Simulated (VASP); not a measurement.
# Be4ZnTe (Cmmm) in VASP: single point with PBE

Aim: the single point of Be4ZnTe with PBE.

Program: VASP 6.6.1. These are calculated values, not measurements. Logs are shortened: lines on timing, memory, paths and dates and some standing lists are left out, and cuts for length are marked.

### Step 1. The cell of the first run

Symmetry: Cmmm, No. 65, orthorhombic system. The conventional cell has a = 4.975 Å, b = 8.160 Å, c = 3.889 Å, α = 90.00°, β = 90.00°, γ = 90.00°. Be (site symmetry m2m) has 2 Te at 2.39 Å and 7 Be at 2.40 to 2.81 Å and 3 Zn at 2.70 to 2.85 Å within 3.2 Å. Be (site symmetry 2/m) has 2 Te at 2.39 Å and 6 Be at 2.40 to 2.49 Å and 4 Zn at 3.08 Å within 3.2 Å. Zn (site symmetry mmm) has 14 Be at 2.70 to 3.08 Å and 4 Te at 3.16 Å within 3.6 Å. Within 3.2 Å of Te (site symmetry mmm) lie 8 Be at 2.39 Å and 4 Zn at 3.16 Å.

### Step 2. Single point, PBE

Contents of INCAR:

```
ALGO = Normal
EDIFF = 1E-6
ENCUT = 520
GGA = PE
ISIF = 2
ISMEAR = 0
LASPH = T
LCHARG = F
LREAL = F
LWAVE = F
NBANDS = 22
NELM = 100
PREC = Accurate
SIGMA = 0.1
```

Contents of KPOINTS:

```
k-points
0
Gamma
  4 4 4
```

Contents of POSCAR:

```
Be4ZnTe
1.0
    2.4873609000     -4.0801894500      0.0000000000
    2.4873609000      4.0801894500      0.0000000000
    0.0000000000      0.0000000000      3.8889876600
Be Zn Te
4 1 1
Direct
    0.1694311900      0.8305688100      0.0000000000
    0.8305688100      0.1694311900      0.0000000000
    0.0000000000      0.5000000000      0.5000000000
    0.5000000000      0.0000000000      0.5000000000
    0.5000000000      0.5000000000      0.0000000000
    0.0000000000      0.0000000000      0.5000000000
```

Potentials or basis: VASP PAW PBE potentials, release 64 (Be, Zn, Te).

Run with:

```bash
$ cat potpaw_PBE.64/Be/POTCAR potpaw_PBE.64/Zn/POTCAR potpaw_PBE.64/Te/POTCAR > POTCAR
$ mpirun -np 1 vasp_std > vasp.out
```

OUTCAR:

```text
EDIFF = 1E-6
   ENCUT = 520
   GGA = PE
   ISIF = 2
   ISMEAR = 0
   LASPH = T
   LREAL = F
   NELM = 100
   PREC = Accurate

 ion  position               nearest neighbor table
   1  0.169  0.831  0.000-   6 2.39   6 2.39   5 2.70
   2  0.831  0.169  0.000-   6 2.39   6 2.39   5 2.70
   3  0.000  0.500  0.500-   6 2.39   6 2.39
   4  0.500  0.000  0.500-   6 2.39   6 2.39
   5  0.500  0.500  0.000-   1 2.70   2 2.70   6 3.16   6 3.16   6 3.16   6 3.16
   6  0.000  0.000  0.500-   1 2.39   2 2.39   1 2.39   2 2.39   3 2.39   4 2.39   3 2.39   4 2.39
                             5 3.16   5 3.16   5 3.16   5 3.16

  LATTYP: Found a base centered orthorhombic cell.
 ALAT       =     4.9747218000
 B/A-ratio  =     1.6403688946
 C/A-ratio  =     0.7817497774

  Lattice vectors:

 A1 = (   2.4873609000,  -4.0801894500,   0.0000000000)
 A2 = (   2.4873609000,   4.0801894500,   0.0000000000)
 A3 = (   0.0000000000,   0.0000000000,   3.8889876600)

Analysis of symmetry for initial positions (statically):
=====================================================================
 Subroutine PRICEL returns:
 Original cell was already a primitive cell.

 Routine SETGRP: Setting up the symmetry group for a
 base centered orthorhombic supercell.

 Subroutine GETGRP returns: Found  8 space group operations
 (whereof  8 operations were pure point group operations)
 out of a pool of  8 trial point group operations.

The static configuration has the point symmetry D_2h.

Analysis of symmetry for dynamics (positions and initial velocities):
=====================================================================
 Subroutine PRICEL returns:
 Original cell was already a primitive cell.

 Routine SETGRP: Setting up the symmetry group for a
 base centered orthorhombic supercell.

 Subroutine GETGRP returns: Found  8 space group operations
 (whereof  8 operations were pure point group operations)
 out of a pool of  8 trial point group operations.

The dynamic configuration has the point symmetry D_2h.

 Subroutine INISYM returns: Found  8 space group operations
 (whereof  8 operations are pure point group operations),
[... 95 lines left out ...]
   LNONCOLLINEAR =      F non collinear calculations
   LSORBIT =      F    spin-orbit coupling
   LASPH  =      T    aspherical Exc in radial PAW
   ENCUT  =  520.0 eV  38.22 Ry    6.18 a.u.   8.89  8.89  7.23*2*pi/ulx,y,z
   NELM   =    100;   NELMIN=  2; NELMDL= -5     # of ELM steps
   EDIFF  = 0.1E-05   stopping-criterion for ELM
   LREAL  =      F    real-space projection
   EDIFFG = 0.1E-04   stopping-criterion for IOM
   NSW    =      0    number of steps for IOM
   IBRION =     -1    ionic relax: 0-MD 1-quasi-New 2-CG
   NFREE  =      0    steps in history (QN), initial steepest desc. (CG)
   ISIF   =      2    stress and relaxation
   ISYM   =      2    0-nonsym 1-usesym 2-fastsym
   POTIM  = 0.5000    time-step for ionic-motion
   TEBEG  =    0.0;   TEEND  =   0.0 temperature during run
   PSTRESS=    0.0 pullay stress
   NELECT =      26.0000    total number of electrons
   NUPDOWN=      -1.0000    fix difference up-down
   EMIN   =  10.00;   EMAX   =-10.00  energy-range for DOS
   EFERMI =   0.00;   METHOD = LEGACY
   ISMEAR =     0;   SIGMA  =   0.10  broadening in eV -4-tet -1-fermi 0-gaus
   EFERMI_NEDOS =   21; number of points for ismear=-14 and -15
   IALGO  =     38    algorithm
   IMIX   =      4    mixing-type and parameters
     AMIX     =   0.40;   BMIX     =  1.00
     AMIX_MAG =   1.60;   BMIX_MAG =  1.00
  volume/ion in A,a.u.               =      13.16        88.78
  Fermi-wavevector in a.u.,A,eV,Ry     =   1.130587  2.136500 17.391339  1.278227
  Thomas-Fermi vector in A             =   2.267284
   LORBIT       =      0    0 simple, 1 ext, 2 COOP (PROOUT), +10 PAW based schemes
   GGA     = PE    functional components
   LHFCALC =     F    Hartree Fock is set to
   AEXX    =    0.0000 exact exchange contribution
   IVDW    =     0    specifies the selected vdW correction
   LEPSILON=     F    determine dielectric tensor
   LRPA    =     F    only Hartree local field effects (RPA)
 non-spin polarized calculation
 Gauss-broadening in eV      SIGMA  =   0.10
  energy-cutoff  :      520.00
  volume of cell :       78.94
 maximum number of plane-waves:      2144
   NGX = 17   NGY = 17   NGZ = 15

 number of electron      25.9999993 magnetization

 Free energy of the ion-electron system (eV)
  ---------------------------------------------------
  ext. energy  EPLUGINS =         0.00000000
  ---------------------------------------------------
  free energy    TOTEN  =       -14.52179351 eV

  energy without entropy =      -14.51005945  energy(sigma->0) =      -14.51592648

 E-fermi :   6.6580     XC(G=0): -10.4281

 val. band max:        6.5963981571   @ k =   0.0000   0.0000   0.2500
 cond. band min:       6.6676878713   @ k =   0.5000   0.2500   0.0000
 fundamental gap:      0.0712897142
 Fermi energy:         6.6579558238

 k-point     1 :       0.0000    0.0000    0.0000
  band No.  band energies     occupation
      1      -7.9136      2.00000
      2      -0.5966      2.00000
      3      -0.5303      2.00000
      4      -0.5231      2.00000
      5      -0.5105      2.00000
      6      -0.4525      2.00000
[... 514 lines left out ...]
     21      12.5821      0.00000
     22      14.8139      0.00000

------------------------ aborting loop because EDIFF is reached ----------------------------------------

  FORCE on cell =-STRESS in cart. coord.  units (eV):
  Direction    XX          YY          ZZ          XY          YZ          ZX
  --------------------------------------------------------------------------------------
  -------------------------------------------------------------------------------------
  Total       -1.5006610      9.0340187      5.7925517      0.0000000      0.0000000      0.0000000
  in kB      -30.4584282    183.3605388    117.5695376      0.0000000      0.0000000      0.0000000
  external PRESSURE =      90.1572160 kB  Pullay stress =       0.0000000 kB

 VOLUME and BASIS-vectors are now :
 -----------------------------------------------------------------------------
  energy-cutoff  :      520.00
  volume of cell :       78.94
      direct lattice vectors                 reciprocal lattice vectors
     2.487360900 -4.080189450  0.000000000     0.201016266 -0.122543329  0.000000000
     2.487360900  4.080189450  0.000000000     0.201016266  0.122543329  0.000000000
     0.000000000  0.000000000  3.888987660     0.000000000  0.000000000  0.257136326

 POSITION                                       TOTAL-FORCE (eV/Angst)
 -----------------------------------------------------------------------------------
      2.48736      2.69757      0.00000         0.000000     -2.424351      0.000000
      2.48736     -2.69757      0.00000         0.000000      2.424351      0.000000
      1.24368      2.04009      1.94449         0.000000     -0.000000      0.000000
      1.24368     -2.04009      1.94449         0.000000     -0.000000      0.000000
      2.48736      0.00000      0.00000        -0.000000     -0.000000      0.000000
      0.00000      0.00000      1.94449         0.000000     -0.000000      0.000000
 -----------------------------------------------------------------------------------
    total drift:                                0.000000      0.000000      0.000000

  FREE ENERGIE OF THE ION-ELECTRON SYSTEM (eV)
  ---------------------------------------------------
  free  energy   TOTEN  =       -14.5217935113 eV

  energy  without entropy=      -14.5100594532  energy(sigma->0) =      -14.51592648
```

stdout:

```text
POSCAR found type information on POSCAR BeZnTe
 POSCAR found :  3 types and       6 ions
 scaLAPACK will be used
 LDA part: xc-table for (Slater+PW92), standard interpolation
 POSCAR, INCAR and KPOINTS ok, starting setup
 FFT: planning ... GRIDC
 FFT: planning ... GRID_SOFT
 FFT: planning ... GRID
 WAVECAR not read
 entering main loop
```

It took 43 s on 1 thread of AMD EPYC 7R13, shared host; peak memory 0.17 GiB.

What came out:

```
Free energy            : -14.5218 eV
Pressure               : 9.0 GPa
Largest force          : 2.424 eV/Å
Band gap on the k mesh : zero (band 13 reaches 6.94 eV, above the bottom of band 14 at 6.11 eV)
```

Forces in eV/Å, atoms in the order of the input:
```
Be   0.000 -2.424  0.000
Be   0.000  2.424  0.000
Be   0.000  0.000  0.000
Be   0.000  0.000  0.000
Zn   0.000  0.000  0.000
Te   0.000  0.000  0.000
```

Stress tensor (GPa, compression positive):
```
-3.05  0.00  0.00
 0.00 18.34  0.00
 0.00  0.00 11.76
```

Caveat: the k points lie up to 0.40 Å⁻¹ apart; spin-orbit coupling is left out, which moves the levels of the heavy elements; forces of over 1 eV/Å act on the atoms, so gaps and moduli don't describe the material at rest.
